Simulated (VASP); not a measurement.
Here is a VASP 6.6.1 calculation.

Contents of INCAR:

```
PREC = Accurate ; ENCUT = 500
EDIFF = 1E-6 ; ISMEAR = -1
SIGMA = 0.02 ; LREAL = False
LASPH = True ; NELM = 120
ALGO = Normal ; ISIF = 2
LWAVE = False ; LCHARG = False
GGA = PE ; NBANDS = 17
GGA_COMPAT = False
```

The input KPOINTS:

```
Automatic mesh
0
Gamma
  8 8 8
```

Contents of POSCAR:

```
SnSe
1.0
    0.0000000000      3.0621554168      3.0621554168
    3.0621554168      0.0000000000      3.0621554168
    3.0621554168      3.0621554168      0.0000000000
Sn Se
1 1
Direct
    0.0000000000      0.0000000000      0.0000000000
    0.5000000000      0.5000000000      0.5000000000
```

Potentials or basis: VASP PAW PBE potentials, release 64 (Sn_d, Se).

Run with:

```console
$ cat potpaw_PBE.64/Sn_d/POTCAR potpaw_PBE.64/Se/POTCAR > POTCAR
$ mpirun -np 1 vasp_std > vasp.out
```

(1) What does it give for the band gap on the k mesh?

(2) What does it give for the pressure?

Answers

(1) 0.37 eV.

(2) -1.5 GPa.

Caveat: the cell differs from its parent crystal (strain +2.0%); spin-orbit coupling is left out, which moves the levels of the heavy elements.
